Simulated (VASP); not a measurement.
Set up this calculation in VASP 6.6.1, as the native input.

- Task: single point
- Functional: r2SCAN
- Potentials or basis: VASP PAW PBE potentials, release 64 (Ga_d, N)
- Cutoff: 520 eV
- k mesh: 12 × 12 × 6
- Occupations: gaussian, width 0.01 eV
- Spin: no spin polarisation
- Dipole correction: no
- Further INCAR settings: ALGO = Normal; EDIFF = 1e-06; NBANDS = 26

Crystal: GaN.

```
CELL_PARAMETERS angstrom
3.23090 0.00000 0.00000
-1.61545 2.79804 0.00000
0.00000 0.00000 5.14689
ATOMIC_POSITIONS crystal
Ga 0.33333 0.66667 0.99736
Ga 0.66667 0.33333 0.49736
N 0.33333 0.66667 0.37764
N 0.66667 0.33333 0.87764
```

This cell differs from its parent crystal: epitaxial xy strain +1.5%.

These files were run (other wordings do the same):

POSCAR

```
GaN
1.0
    3.2308966506      0.0000000000      0.0000000000
   -1.6154483253      2.7980385764      0.0000000000
    0.0000000000      0.0000000000      5.1468937940
Ga N
2 2
Direct
    0.3333333333      0.6666666667     -0.0026396724
    0.6666666667      0.3333333333      0.4973603276
    0.3333333333      0.6666666667      0.3776396724
    0.6666666667      0.3333333333      0.8776396724
```

INCAR.step1

```
SYSTEM = GaN
ALGO = Normal ; EDIFF = 1E-4
ENCUT = 520 ; GGA = PE
ISMEAR = 0 ; LASPH = .TRUE.
LCHARG = .FALSE. ; LREAL = .FALSE.
LWAVE = .TRUE. ; NBANDS = 26
NELM = 60 ; PREC = Accurate
SIGMA = 0.01
```

INCAR.step2

```
SYSTEM = GaN
ALGO = Normal ; EDIFF = 1E-6
ENCUT = 520 ; ISIF = 2
ISMEAR = 0 ; ISTART = 1
LASPH = .TRUE. ; LCHARG = .FALSE.
LMIXTAU = .TRUE. ; LREAL = .FALSE.
LWAVE = .FALSE. ; METAGGA = R2SCAN
NBANDS = 26 ; NELM = 60
PREC = Accurate ; SIGMA = 0.01
```

KPOINTS

```
k-points
0
G
  12 12 6
  0 0 0
```

Potentials or basis: VASP PAW PBE potentials, release 64 (Ga_d, N).

Run with:

```sh
$ cat potpaw_PBE.64/Ga_d/POTCAR potpaw_PBE.64/N/POTCAR > POTCAR
$ cp INCAR.step1 INCAR
$ mpirun -np 1 vasp_std > vasp.out
$ cp INCAR.step2 INCAR
$ mpirun -np 1 vasp_std > vasp.out
```

It gave:

```yaml
Pressure: -3.3 GPa
Largest_force: 0.014 eV/Å
Band_gap_on_the_k_mesh: 2.16 eV, direct
```

Caveat: the cell differs from its parent crystal (epitaxial xy strain +1.5%); the PAW data sets were made with another functional, which shifts forces and pressure a little.

It took 3.2 min on 1 thread of Intel(R) Xeon(R) 6975P-C (Granite Rapids) (shared host), peak memory 0.21 GiB.
